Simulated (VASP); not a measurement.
# MgO (P4mm) in VASP: further runs

The runs below take MgO through single point, with LDA.

All numbers are computed with VASP 6.6.1; they aren't measurements. Logs are shortened: lines on timing, memory, paths and dates and some standing lists are left out, and cuts for length are marked.

## 1. The cell of the first run

Symmetry: P4mm, No. 99, tetragonal system. The conventional cell has a = 4.161 Å, b = 4.161 Å, c = 4.161 Å, α = 90.00°, β = 90.00°, γ = 90.00°. Mg (site symmetry 4mm) has 1 O at 1.56 Å within 2.1 Å. Within 2.8 Å of Mg (site symmetry 4mm) lie 6 O at 2.08 Å. Mg (site symmetry 2mm) has 6 O at 2.08 Å and 2 Mg at 2.60 Å within 2.8 Å. O (site symmetry 2mm) has 6 Mg at 2.08 to 2.14 Å within 2.8 Å. Within 2.1 Å of O (site symmetry 4mm) lie 5 Mg at 1.56 to 2.08 Å. O (site symmetry 4mm) has 6 Mg at 2.08 Å within 2.8 Å.

## 2. Single point, LDA (atom 1 (Mg) moved by +0.000 Å along [1 1 0] and -0.520 Å along [0 0 1])

Input file INCAR:

```
SYSTEM = MgO
ALGO     = Normal         ! electronic algorithm
EDIFF    = 1E-6           ! SCF threshold, eV
ENCUT    = 520            ! plane-wave cutoff, eV
ISIF     = 2              ! what is computed and relaxed
ISMEAR   = 0              ! smearing method
LASPH    = .TRUE.         ! aspherical terms in the spheres
LCHARG   = .FALSE.        ! write CHGCAR
LREAL    = .FALSE.        ! projectors in reciprocal space
LWAVE    = .FALSE.        ! write WAVECAR
NBANDS   = 26             ! bands
NELM     = 100            ! most SCF steps
PREC     = Accurate       ! precision mode
SIGMA    = 0.05           ! smearing width, eV
```

Input file KPOINTS:

```
k-points
0
G
  6 6 6
  0 0 0
```

Input file POSCAR:

```
MgO
1.0
    4.1607146133      0.0000000000      0.0000000000
    0.0000000000     -4.1607146133      0.0000000000
    0.0000000000      0.0000000000     -4.1607146133
Mg O
4 4
Direct
    0.0000000000      1.0000000000      1.1249785309
    0.5000000000      0.5000000000      1.0000000000
    0.5000000000      1.0000000000      0.5000000000
    0.0000000000      0.5000000000      0.5000000000
    0.5000000000      0.0000000000      0.0000000000
    0.0000000000      0.5000000000      0.0000000000
    0.0000000000      0.0000000000      0.5000000000
    0.5000000000      0.5000000000      0.5000000000
```

Potentials or basis: VASP PAW LDA potentials, release 64 (Mg, O).

The run is started by

```
$ cat potpaw_LDA.64/Mg/POTCAR potpaw_LDA.64/O/POTCAR > POTCAR
$ mpirun -np 1 vasp_std > vasp.out
```

OUTCAR:

```text
SYSTEM = MgO
   EDIFF = 1E-6
   ENCUT = 520
   ISIF = 2
   ISMEAR = 0
   LASPH = .TRUE.
   LREAL = .FALSE.
   NELM = 100
   PREC = Accurate

 ion  position               nearest neighbor table
   1  0.000  0.000  0.125-   7 1.56   6 2.14   5 2.14   6 2.14   5 2.14   7 2.60   4 2.60   3 2.60
                             3 2.60   4 2.60   2 2.99   2 2.99   2 2.99   2 2.99   4 3.33   4 3.33
   2  0.500  0.500  0.000-   5 2.08   6 2.08   8 2.08   8 2.08   5 2.08   6 2.08   4 2.94   4 2.94
                             3 2.94   3 2.94   3 2.94   4 2.94   3 2.94   4 2.94   1 2.99   1 2.99
   3  0.500  0.000  0.500-   5 2.08   7 2.08   8 2.08   5 2.08   8 2.08   7 2.08   1 2.60   1 2.60
                             2 2.94   4 2.94   2 2.94   2 2.94   2 2.94   4 2.94   4 2.94   4 2.94
   4  0.000  0.500  0.500-   6 2.08   7 2.08   8 2.08   6 2.08   7 2.08   8 2.08   1 2.60   1 2.60
                             2 2.94   3 2.94   2 2.94   2 2.94   3 2.94   3 2.94   2 2.94   3 2.94
   5  0.500  0.000  0.000-   2 2.08   3 2.08   3 2.08   2 2.08   1 2.14   1 2.14
   6  0.000  0.500  0.000-   2 2.08   4 2.08   4 2.08   2 2.08   1 2.14   1 2.14
   7  0.000  0.000  0.500-   1 1.56   3 2.08   4 2.08   4 2.08   3 2.08   1 2.60
   8  0.500  0.500  0.500-   2 2.08   3 2.08   4 2.08   2 2.08   3 2.08   4 2.08

  LATTYP: Found a simple cubic cell.
 ALAT       =     4.1607146133

  Lattice vectors:

 A1 = (   4.1607146133,   0.0000000000,   0.0000000000)
 A2 = (   0.0000000000,  -4.1607146133,   0.0000000000)
 A3 = (   0.0000000000,   0.0000000000,  -4.1607146133)

Analysis of symmetry for initial positions (statically):
=====================================================================
 Subroutine PRICEL returns:
 Original cell was already a primitive cell.

 Routine SETGRP: Setting up the symmetry group for a
 simple cubic supercell.

 Subroutine GETGRP returns: Found  8 space group operations
 (whereof  8 operations were pure point group operations)
 out of a pool of 48 trial point group operations.

The static configuration has the point symmetry C_4v.

Analysis of symmetry for dynamics (positions and initial velocities):
=====================================================================
 Subroutine PRICEL returns:
 Original cell was already a primitive cell.

 Routine SETGRP: Setting up the symmetry group for a
 simple cubic supercell.

 Subroutine GETGRP returns: Found  8 space group operations
 (whereof  8 operations were pure point group operations)
 out of a pool of 48 trial point group operations.

The dynamic configuration has the point symmetry C_4v.

 Subroutine INISYM returns: Found  8 space group operations
 (whereof  8 operations are pure point group operations),
 and found     1 'primitive' translations

[... 120 lines left out ...]
   EFERMI =   0.00;   METHOD = LEGACY
   ISMEAR =     0;   SIGMA  =   0.05  broadening in eV -4-tet -1-fermi 0-gaus
   EFERMI_NEDOS =   21; number of points for ismear=-14 and -15
   IALGO  =     38    algorithm
   IMIX   =      4    mixing-type and parameters
     AMIX     =   0.40;   BMIX     =  1.00
     AMIX_MAG =   1.60;   BMIX_MAG =  1.00
  volume/ion in A,a.u.               =       9.00        60.76
  Fermi-wavevector in a.u.,A,eV,Ry     =   1.249176  2.360600 21.231078  1.560440
  Thomas-Fermi vector in A             =   2.383228
   LORBIT       =      0    0 simple, 1 ext, 2 COOP (PROOUT), +10 PAW based schemes
   GGA     = CA    functional components
   LHFCALC =     F    Hartree Fock is set to
   AEXX    =    0.0000 exact exchange contribution
   IVDW    =     0    specifies the selected vdW correction
   LEPSILON=     F    determine dielectric tensor
   LRPA    =     F    only Hartree local field effects (RPA)
 non-spin polarized calculation
 Gauss-broadening in eV      SIGMA  =   0.05
  energy-cutoff  :      520.00
  volume of cell :       72.03
 maximum number of plane-waves:      1956
 NGX is ok and might be reduce to    32
   NGX = 15   NGY = 15   NGZ = 15

 number of electron      32.0000014 magnetization

 Free energy of the ion-electron system (eV)
  ---------------------------------------------------
  ext. energy  EPLUGINS =         0.00000000
  ---------------------------------------------------
  free energy    TOTEN  =       -51.33005670 eV

  energy without entropy =      -51.33005670  energy(sigma->0) =      -51.33005670

 E-fermi :   3.4244     XC(G=0): -11.7376

 val. band max:        3.1240178364   @ k =   0.0000   0.0000   0.0000
 cond. band min:       8.0438836160   @ k =   0.0000   0.0000   0.0000
 fundamental gap:      4.9198657796
 Fermi energy:         3.4243983908

 k-point     1 :       0.0000    0.0000    0.0000
  band No.  band energies     occupation
      1     -14.1183      2.00000
      2     -12.6398      2.00000
      3     -12.2969      2.00000
      4     -12.1179      2.00000
      5      -1.2230      2.00000
      6      -1.2230      2.00000
[... 685 lines left out ...]
     25      15.9238      0.00000
     26      16.0473      0.00000

 [... further k-points ...]

------------------------ aborting loop because EDIFF is reached ----------------------------------------

  FORCE on cell =-STRESS in cart. coord.  units (eV):
  Direction    XX          YY          ZZ          XY          YZ          ZX
  --------------------------------------------------------------------------------------
  -------------------------------------------------------------------------------------
  Total       -0.3556816     -0.3556816     15.6399364      0.0000000      0.0000000      0.0000000
  in kB       -7.9116697     -7.9116697    347.8898687      0.0000000      0.0000000      0.0000000
  external PRESSURE =     110.6888431 kB  Pullay stress =       0.0000000 kB

 VOLUME and BASIS-vectors are now :
 -----------------------------------------------------------------------------
  energy-cutoff  :      520.00
  volume of cell :       72.03
      direct lattice vectors                 reciprocal lattice vectors
     4.160714613  0.000000000  0.000000000     0.240343329  0.000000000  0.000000000
     0.000000000 -4.160714613  0.000000000     0.000000000 -0.240343329  0.000000000
     0.000000000  0.000000000 -4.160714613     0.000000000  0.000000000 -0.240343329

 POSITION                                       TOTAL-FORCE (eV/Angst)
 -----------------------------------------------------------------------------------
      0.00000      0.00000     -0.52000        -0.000000      0.000000     13.961673
      2.08036     -2.08036      0.00000        -0.000000      0.000000      0.379232
      2.08036      0.00000     -2.08036        -0.000000      0.000000     -1.449920
      0.00000     -2.08036     -2.08036        -0.000000      0.000000     -1.449920
      2.08036      0.00000      0.00000        -0.000000      0.000000     -0.903647
      0.00000     -2.08036      0.00000         0.000000      0.000000     -0.903647
      0.00000      0.00000     -2.08036         0.000000      0.000000     -9.769486
      2.08036     -2.08036     -2.08036        -0.000000     -0.000000      0.135716
 -----------------------------------------------------------------------------------
    total drift:                                0.000000     -0.000000     -0.000572

  FREE ENERGIE OF THE ION-ELECTRON SYSTEM (eV)
  ---------------------------------------------------
  free  energy   TOTEN  =       -51.3300566980 eV

  energy  without entropy=      -51.3300566980  energy(sigma->0) =      -51.33005670
```

OSZICAR:

```text
N       E                     dE             d eps       ncg     rms          rms(c)
DAV:   1     0.138926308857E+03    0.13893E+03   -0.15794E+04  2080   0.113E+03
DAV:   2    -0.495564872582E+02   -0.18848E+03   -0.18106E+03  2776   0.248E+02
DAV:   3    -0.582253459045E+02   -0.86689E+01   -0.86348E+01  2700   0.535E+01
DAV:   4    -0.582699549657E+02   -0.44609E-01   -0.44592E-01  2328   0.443E+00
DAV:   5    -0.582701445197E+02   -0.18955E-03   -0.18954E-03  2484   0.288E-01    0.149E+01
DAV:   6    -0.516025938579E+02    0.66676E+01   -0.20667E+01  2186   0.287E+01    0.444E+00
DAV:   7    -0.514398797153E+02    0.16271E+00   -0.35630E-01  2120   0.428E+00    0.268E+00
DAV:   8    -0.513319966362E+02    0.10788E+00   -0.12440E-01  2366   0.307E+00    0.359E-01
DAV:   9    -0.513302098079E+02    0.17868E-02   -0.85143E-03  2450   0.646E-01    0.156E-01
DAV:  10    -0.513300951937E+02    0.11461E-03   -0.16958E-03  2298   0.279E-01    0.662E-02
DAV:  11    -0.513300573872E+02    0.37807E-04   -0.20890E-04  2354   0.120E-01    0.173E-02
DAV:  12    -0.513300573290E+02    0.58173E-07   -0.35648E-05  2304   0.440E-02    0.906E-03
DAV:  13    -0.513300566980E+02    0.63101E-06   -0.25524E-06  2118   0.118E-02
   1 F= -.51330057E+02 E0= -.51330057E+02  d E =-.553067E-19
```

It took 38 s on 1 thread of Intel Xeon Platinum 8488C (Sapphire Rapids), shared host; peak memory 0.18 GiB.

What came out:

```yaml
Free_energy: -51.3301 eV
Pressure: 11.1 GPa
Largest_force: 13.962 eV/Å
Band_gap_on_the_k_mesh: 4.92 eV, direct
```

Forces in eV/Å, atoms in the order of the input:
```
Mg   0.000  0.000 13.962
Mg   0.000  0.000  0.379
Mg   0.000  0.000 -1.450
Mg   0.000  0.000 -1.450
O    0.000  0.000 -0.904
O    0.000  0.000 -0.904
O    0.000  0.000 -9.769
O    0.000  0.000  0.136
```

Caveat: the cell differs from its parent crystal (atom 1 (Mg) moved by +0.000 Å along [1 1 0] and -0.520 Å along [0 0 1]); forces of over 1 eV/Å act on the atoms, so gaps and moduli don't describe the material at rest.

[end of part 1 of 2]
